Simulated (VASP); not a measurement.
A run of VASP 6.6.1 is set up as follows.

File POSCAR:

```
SiC
1.0
    0.0000000000      2.1740000000      2.0000800000
    2.1740000000      0.0000000000      2.0000800000
    2.1740000000      2.1740000000      0.0000000000
Si C
1 1
Direct
    0.0000000000      0.0000000000      0.0000000000
    0.7500000000      0.7500000000      0.7500000000
```

INCAR.step1

```
PREC = Accurate ; ENCUT = 520
ISMEAR = 0 ; SIGMA = 0.05
LREAL = False ; LASPH = True
NELM = 60 ; NBANDS = 11
GGA = PE ; ALGO = Normal
EDIFF = 1E-4 ; LWAVE = True
LCHARG = False
```

Contents of INCAR.step2:

```
PREC = Accurate ; ENCUT = 520
EDIFF = 1E-7 ; ISMEAR = 0
SIGMA = 0.05 ; LREAL = False
LASPH = True ; NELM = 60
ALGO = Normal ; ISIF = 2
LWAVE = False ; LCHARG = True
METAGGA = R2SCAN ; LMIXTAU = True
LELF = True ; LVHAR = True
NBANDS = 11 ; ISTART = 1
```

The input KPOINTS:

```
regular mesh
0
Gamma
  12 12 12
```

Potentials or basis: VASP PAW PBE potentials, release 64 (Si, C).

Launch:

```sh
$ cat potpaw_PBE.64/Si/POTCAR potpaw_PBE.64/C/POTCAR > POTCAR
$ cp INCAR.step1 INCAR
$ mpirun -np 1 vasp_std > vasp.out
$ cp INCAR.step2 INCAR
$ mpirun -np 1 vasp_std > vasp.out
```

**Question.** Predict the band gap on the k mesh.

**Answer.** 0.79 eV, indirect (least direct gap 5.08 eV).

**Question.** What does it give for the pressure?

**Answer.** 23.0 GPa.

Stress tensor (GPa, compression positive):
```
16.56  0.00  0.00
 0.00 16.56  0.00
 0.00  0.00 35.94
```

Caveat: the cell differs from its parent crystal (strain +0.000 along x and y, -0.080 along z); the PAW data sets were made with another functional, which shifts forces and pressure a little. A k mesh can miss the band edges.
